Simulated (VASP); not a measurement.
# Ca3Os2 (P-3m1) in VASP: relaxation of cell and atoms with PBE

Aim: the relaxation of cell and atoms of Ca3Os2 with PBE.

Everything below comes from runs of VASP 6.6.1. Logs are shortened: lines on timing, memory, paths and dates and some standing lists are left out, and cuts for length are marked.

## (1) The cell of the first run

It takes space group P-3m1 (No. 164, trigonal). Conventional cell: a = 4.865 Å, b = 4.865 Å, c = 6.002 Å, α = 90.00°, β = 90.00°, γ = 120.00°. Ca (site symmetry -3m) has 6 Os at 2.84 Å and 6 Ca at 3.59 Å within 3.7 Å. Ca (site symmetry 3m) has 5 Os at 2.67 to 3.33 Å and 3 Ca at 3.20 Å within 3.5 Å. Os (site symmetry 3m) has 8 Ca at 2.67 to 3.33 Å and 3 Os at 2.94 Å within 3.5 Å.

## (2) Relaxation of cell and atoms, PBE

Input file INCAR:

```
PREC     = Accurate       # precision mode
ENCUT    = 600            # plane-wave cutoff, eV
EDIFF    = 1E-7           # SCF threshold, eV
ISMEAR   = 0              # smearing method
SIGMA    = 0.1            # smearing width, eV
LREAL    = F              # projectors in reciprocal space
LASPH    = T              # aspherical terms in the spheres
NELM     = 100            # most SCF steps
ALGO     = Normal         # electronic algorithm
ISIF     = 3              # what is computed and relaxed
LWAVE    = F              # write WAVECAR
LCHARG   = F              # write CHGCAR
GGA      = PE             # functional
IBRION   = 2              # ionic algorithm
NSW      = 100            # ionic steps
EDIFFG   = -0.01          # ionic threshold
```

Input file KPOINTS:

```
Automatic mesh
0
Gamma
  12 12 6
```

Input file POSCAR:

```
Ca3Os2
1.0
    4.8647861936      0.0000000000      0.0000000000
   -2.4323930968      4.2130284277      0.0000000000
    0.0000000000      0.0000000000      6.0015312226
Ca Os
3 2
Direct
    0.0000000000      0.0000000000      0.0000000000
    0.3333333333      0.6666666667      0.3713878362
    0.6666666667      0.3333333333      0.6286121638
    0.3333333333      0.6666666667      0.9264986210
    0.6666666667      0.3333333333      0.0735013790
```

Potentials or basis: VASP PAW PBE potentials, release 64 (Ca_sv, Os).

The run is started by

```sh
> cat potpaw_PBE.64/Ca_sv/POTCAR potpaw_PBE.64/Os/POTCAR > POTCAR
> mpirun -np 1 vasp_std > vasp.out
```

OUTCAR:

```text
PREC = Accurate
   ENCUT = 600
   EDIFF = 1E-7
   ISMEAR = 0
   LREAL = F
   LASPH = T
   NELM = 100
   ISIF = 3
   GGA = PE
   IBRION = 2
   NSW = 100
   EDIFFG = -0.01

 ion  position               nearest neighbor table
   1  0.000  0.000  0.000-   4 2.84   5 2.84   5 2.84   4 2.84   5 2.84   4 2.84
   2  0.333  0.667  0.371-   4 2.67
   3  0.667  0.333  0.629-   5 2.67
   4  0.333  0.667  0.926-   2 2.67   1 2.84   1 2.84   1 2.84   5 2.94   5 2.94   5 2.94
   5  0.667  0.333  0.074-   3 2.67   1 2.84   1 2.84   1 2.84   4 2.94   4 2.94   4 2.94

  LATTYP: Found a hexagonal cell.
 ALAT       =     4.8647861936
 C/A-ratio  =     1.2336680347

  Lattice vectors:

 A1 = (   4.8647861936,   0.0000000000,   0.0000000000)
 A2 = (  -2.4323930968,   4.2130284277,   0.0000000000)
 A3 = (   0.0000000000,   0.0000000000,   6.0015312226)

Analysis of symmetry for initial positions (statically):
=====================================================================
 Subroutine PRICEL returns:
 Original cell was already a primitive cell.

 Routine SETGRP: Setting up the symmetry group for a
 hexagonal supercell.

 Subroutine GETGRP returns: Found 12 space group operations
 (whereof 12 operations were pure point group operations)
 out of a pool of 24 trial point group operations.

The static configuration has the point symmetry D_3d.

Analysis of symmetry for dynamics (positions and initial velocities):
=====================================================================
 Subroutine PRICEL returns:
 Original cell was already a primitive cell.

 Routine SETGRP: Setting up the symmetry group for a
 hexagonal supercell.

 Subroutine GETGRP returns: Found 12 space group operations
 (whereof 12 operations were pure point group operations)
 out of a pool of 24 trial point group operations.

The dynamic configuration has the point symmetry D_3d.

 Subroutine INISYM returns: Found 12 space group operations
 (whereof 12 operations are pure point group operations),
 and found     1 'primitive' translations

----------------------------------------------------------------------------------------

                                     Primitive cell

  volume of cell :     123.0043

  direct lattice vectors                    reciprocal lattice vectors
     4.864786194  0.000000000  0.000000000     0.205558880  0.118679475  0.000000000
    -2.432393097  4.213028428  0.000000000     0.000000000  0.237358949  0.000000000
     0.000000000  0.000000000  6.001531223     0.000000000  0.000000000  0.166624144

  length of vectors
     4.864786194  4.864786194  6.001531223     0.237358949  0.237358949  0.166624144

  position of ions in fractional coordinates (direct lattice)
     0.000000000  0.000000000  0.000000000
     0.333333333  0.666666667  0.371387836
     0.666666667  0.333333333  0.628612164
     0.333333333  0.666666667  0.926498621
     0.666666667  0.333333333  0.073501379

  ion indices of the primitive-cell ions
   primitive index   ion index
                 1           1
                 2           2
                 3           3
                 4           4
                 5           5

----------------------------------------------------------------------------------------

 KPOINTS: Automatic mesh

Automatic generation of k-mesh.
 Grid dimensions read from file:
 generate k-points for:   12   12    6

 Generating k-lattice:

  Cartesian coordinates                     Fractional coordinates (reciprocal lattice)
     0.017129907  0.009889956  0.000000000     0.083333333  0.000000000  0.000000000
     0.000000000  0.019779912  0.000000000     0.000000000  0.083333333  0.000000000
     0.000000000  0.000000000  0.027770691     0.000000000  0.000000000  0.166666667

  Length of vectors
     0.019779912  0.019779912  0.027770691

  Shift w.r.t. Gamma in fractional coordinates (k-lattice)
     0.000000000  0.000000000  0.000000000

 Subroutine IBZKPT returns following result:
 ===========================================

 Found    100 irreducible k-points:

 Following reciprocal coordinates:
            Coordinates               Weight
  0.000000  0.000000  0.000000      1.000000
  0.083333  0.000000  0.000000      6.000000
  0.166667  0.000000  0.000000      6.000000
  0.250000  0.000000  0.000000      6.000000
  0.333333  0.000000  0.000000      6.000000
  0.416667  0.000000  0.000000      6.000000
[... 16 lines left out ...]
  0.166667  0.000000  0.166667      6.000000
  0.000000  0.166667  0.166667      6.000000
 [... further k-points ...]
   k-points           NKPTS =    100   k-points in BZ     NKDIM =    100   number of bands    NBANDS=     27
   number of dos      NEDOS =    301   number of ions     NIONS =      5
   total plane-waves  NPLWV =  76800
   dimension x,y,z NGX =    40 NGY =   40 NGZ =   48
   dimension x,y,z NGXF=    80 NGYF=   80 NGZF=   96
   ions per type =               3   2
   NGX,Y,Z   is equivalent  to a cutoff of  13.67, 13.67, 13.30 a.u.
   NGXF,Y,Z  is equivalent  to a cutoff of  27.34, 27.34, 26.59 a.u.
 SYSTEM =  unknown system
   PREC   = accura    normal or accurate (medium, high low for compatibility)
   ISTART =      0    job   : 0-new  1-cont  2-samecut
   ICHARG =      2    charge: 1-file 2-atom 10-const
   ISPIN  =      1    spin polarized calculation?
   LNONCOLLINEAR =      F non collinear calculations
   LSORBIT =      F    spin-orbit coupling
   LASPH  =      T    aspherical Exc in radial PAW
   ENCUT  =  600.0 eV  44.10 Ry    6.64 a.u.   9.72  9.72 11.99*2*pi/ulx,y,z
   NELM   =    100;   NELMIN=  2; NELMDL= -5     # of ELM steps
   EDIFF  = 0.1E-06   stopping-criterion for ELM
   LREAL  =      F    real-space projection
   EDIFFG = -.1E-01   stopping-criterion for IOM
   NSW    =    100    number of steps for IOM
   IBRION =      2    ionic relax: 0-MD 1-quasi-New 2-CG
   NFREE  =      1    steps in history (QN), initial steepest desc. (CG)
   ISIF   =      3    stress and relaxation
   ISYM   =      2    0-nonsym 1-usesym 2-fastsym
   POTIM  = 0.5000    time-step for ionic-motion
   TEBEG  =    0.0;   TEEND  =   0.0 temperature during run
   PSTRESS=    0.0 pullay stress
   NELECT =      46.0000    total number of electrons
   NUPDOWN=      -1.0000    fix difference up-down
   EMIN   =  10.00;   EMAX   =-10.00  energy-range for DOS
   EFERMI =   0.00;   METHOD = LEGACY
   ISMEAR =     0;   SIGMA  =   0.10  broadening in eV -4-tet -1-fermi 0-gaus
   EFERMI_NEDOS =   21; number of points for ismear=-14 and -15
   IALGO  =     38    algorithm
   IMIX   =      4    mixing-type and parameters
     AMIX     =   0.40;   BMIX     =  1.00
     AMIX_MAG =   1.60;   BMIX_MAG =  1.00
  volume/ion in A,a.u.               =      24.60       166.01
  Fermi-wavevector in a.u.,A,eV,Ry     =   1.179471  2.228878 18.927779  1.391152
  Thomas-Fermi vector in A             =   2.315781
   LORBIT       =      0    0 simple, 1 ext, 2 COOP (PROOUT), +10 PAW based schemes
   GGA     = PE    functional components
   LHFCALC =     F    Hartree Fock is set to
   AEXX    =    0.0000 exact exchange contribution
   IVDW    =     0    specifies the selected vdW correction
   LEPSILON=     F    determine dielectric tensor
   LRPA    =     F    only Hartree local field effects (RPA)
 conjugate gradient relaxation of ions
 non-spin polarized calculation
 Gauss-broadening in eV      SIGMA  =   0.10
  energy-cutoff  :      600.00
  volume of cell :      123.00
 maximum number of plane-waves:      4128
 NGX is ok and might be reduce to    40
   NGX = 19   NGY = 19   NGZ = 23

--------------------------------------- Ionic step        1  -------------------------------------------

 number of electron      46.0000001 magnetization

 Free energy of the ion-electron system (eV)
  ---------------------------------------------------
  ext. energy  EPLUGINS =         0.00000000
  ---------------------------------------------------
  free energy    TOTEN  =       -25.21437950 eV

  energy without entropy =      -25.17839335  energy(sigma->0) =      -25.19638642

------------------------ aborting loop because EDIFF is reached ----------------------------------------

  FORCE on cell =-STRESS in cart. coord.  units (eV):
  Direction    XX          YY          ZZ          XY          YZ          ZX
  --------------------------------------------------------------------------------------
  -------------------------------------------------------------------------------------
  Total        0.1691507      0.1691507      0.2199669      0.0000000     -0.0000000      0.0000000
  in kB        2.2032522      2.2032522      2.8651516      0.0000000     -0.0000000      0.0000000
  external PRESSURE =       2.4238854 kB  Pullay stress =       0.0000000 kB

 VOLUME and BASIS-vectors are now :
 -----------------------------------------------------------------------------
  energy-cutoff  :      600.00
  volume of cell :      123.00
      direct lattice vectors                 reciprocal lattice vectors
     4.864786194  0.000000000  0.000000000     0.205558880  0.118679475  0.000000000
    -2.432393097  4.213028428  0.000000000     0.000000000  0.237358949  0.000000000
     0.000000000  0.000000000  6.001531223     0.000000000  0.000000000  0.166624144
[... 40 lines left out ...]
 POSITION                                       TOTAL-FORCE (eV/Angst)
 -----------------------------------------------------------------------------------
      4.87273      0.00000      0.00000        -0.000000      0.000000      0.000000
     -0.00000      2.81327      2.23530         0.000000      0.000000     -0.012808
      2.43636      1.40663      3.77896        -0.000000     -0.000000      0.012808
     -0.00000      2.81327      5.57110         0.000000     -0.000000      0.017916
      2.43636      1.40663      0.44316         0.000000      0.000000     -0.017916
 -----------------------------------------------------------------------------------
    total drift:                               -0.000000      0.000000     -0.000000

  FREE ENERGIE OF THE ION-ELECTRON SYSTEM (eV)
  ---------------------------------------------------
  free  energy   TOTEN  =       -25.2146325441 eV

  energy  without entropy=      -25.1781436250  energy(sigma->0) =      -25.19638808

--------------------------------------- Ionic step        3  -------------------------------------------

 number of electron      46.0000001 magnetization

 Free energy of the ion-electron system (eV)
  ---------------------------------------------------
  ext. energy  EPLUGINS =         0.00000000
  ---------------------------------------------------
  free energy    TOTEN  =       -25.21475578 eV

  energy without entropy =      -25.17844939  energy(sigma->0) =      -25.19660259

 E-fermi :   3.7067     XC(G=0):  -9.8731

 val. band max:        3.7054478869   @ k =   0.3333   0.0833   0.5000
 cond. band min:       3.7091860065   @ k =   0.0000   0.1667   0.3333
 fundamental gap:      0.0037381196
 Fermi energy:         3.7067399385

 k-point     1 :       0.0000    0.0000    0.0000
  band No.  band energies     occupation
      1     -37.0882      2.00000
      2     -37.0054      2.00000
      3     -35.7547      2.00000
      4     -18.2551      2.00000
      5     -18.2551      2.00000
      6     -18.1249      2.00000
[... 19 lines left out ...]
     26       5.4820      0.00000
     27       5.4820      0.00000
[... 667 lines left out ...]
      5     -18.2638      2.00000
      6     -18.1506      2.00000
[... 19 lines left out ...]
     26       5.2207      0.00000
     27       5.4016      0.00000

 [... further k-points ...]

------------------------ aborting loop because EDIFF is reached ----------------------------------------

  FORCE on cell =-STRESS in cart. coord.  units (eV):
  Direction    XX          YY          ZZ          XY          YZ          ZX
  --------------------------------------------------------------------------------------
  -------------------------------------------------------------------------------------
  Total        0.0013041      0.0013041     -0.0039167      0.0000000      0.0000000      0.0000000
  in kB        0.0169279      0.0169279     -0.0508420      0.0000000      0.0000000      0.0000000
  external PRESSURE =      -0.0056621 kB  Pullay stress =       0.0000000 kB

 VOLUME and BASIS-vectors are now :
 -----------------------------------------------------------------------------
  energy-cutoff  :      600.00
  volume of cell :      123.43
      direct lattice vectors                 reciprocal lattice vectors
     4.869830777  0.000000000  0.000000000     0.205345944  0.118556536  0.000000000
    -2.434915389  4.217397165  0.000000000     0.000000000  0.237113073  0.000000000
     0.000000000 -0.000000000  6.009624175     0.000000000  0.000000000  0.166399757

 POSITION                                       TOTAL-FORCE (eV/Angst)
 -----------------------------------------------------------------------------------
      0.00000      0.00000      0.00000        -0.000000     -0.000000      0.000000
     -0.00000      2.81160      2.23297         0.000000     -0.000000      0.004434
      2.43492      1.40580      3.77666        -0.000000      0.000000     -0.004434
     -0.00000      2.81160      5.56720         0.000000     -0.000000      0.003121
      2.43492      1.40580      0.44242        -0.000000      0.000000     -0.003121
 -----------------------------------------------------------------------------------
    total drift:                                0.000000     -0.000000     -0.000000

  FREE ENERGIE OF THE ION-ELECTRON SYSTEM (eV)
  ---------------------------------------------------
  free  energy   TOTEN  =       -25.2147557836 eV

  energy  without entropy=      -25.1784493931  energy(sigma->0) =      -25.19660259

 reached required accuracy - stopping structural energy minimisation
```

Run time: 26 min. Hardware: 1 thread of AMD EPYC 7R43 (Zen 3), shared host; peak memory 0.51 GiB.

What came out:

- Free energy: -25.2148 eV
- Relaxed volume: 24.69 Å³/atom
- Relaxed cell: a = 4.870 Å, b = 4.870 Å, c = 6.010 Å, α = 90.00°, β = 90.00°, γ = 120.00°
- Space group after relaxing (to 0.05 Å): P-3m1 (No. 164)
- Energy gained by relaxing: 0.1 meV/atom
- Ionic steps: 3
- Pressure after relaxing: 0.0 GPa
- Largest force after relaxing: 0.004 eV/Å
- Band gap on the k mesh: zero (band 23 reaches 3.92 eV, above the bottom of band 24 at 3.56 eV)

Forces on the atoms (eV/Å):
```
Ca   0.000  0.000  0.000
Ca   0.000  0.000  0.004
Ca   0.000  0.000 -0.004
Os   0.000  0.000  0.003
Os   0.000  0.000 -0.003
```

Step by step:
| step | energy change (eV) | largest force (eV/Å) | pressure (GPa) | volume (Å³) |
| --- | --- | --- | --- | --- |
| 1 | 0.0000 | 0.0347 | 0.24 | 123.00 |
| 2 | -0.0003 | 0.0179 | -0.14 | 123.67 |
| 3 | -0.0004 | 0.0044 | 0.00 | 123.43 |

Final structure:
```xyz
5
Lattice="4.8698 0.0000 0.0000 -2.4349 4.2174 0.0000 0.0000 0.0000 6.0096" Properties=species:S:1:pos:R:3 pbc="T T T"
Ca    0.0000    0.0000    0.0000
Ca    0.0000    2.8116    2.2330
Ca    2.4349    1.4058    3.7767
Os    0.0000    2.8116    5.5672
Os    2.4349    1.4058    0.4424
```

Caveat: spin-orbit coupling is left out, which moves the levels of the heavy elements.
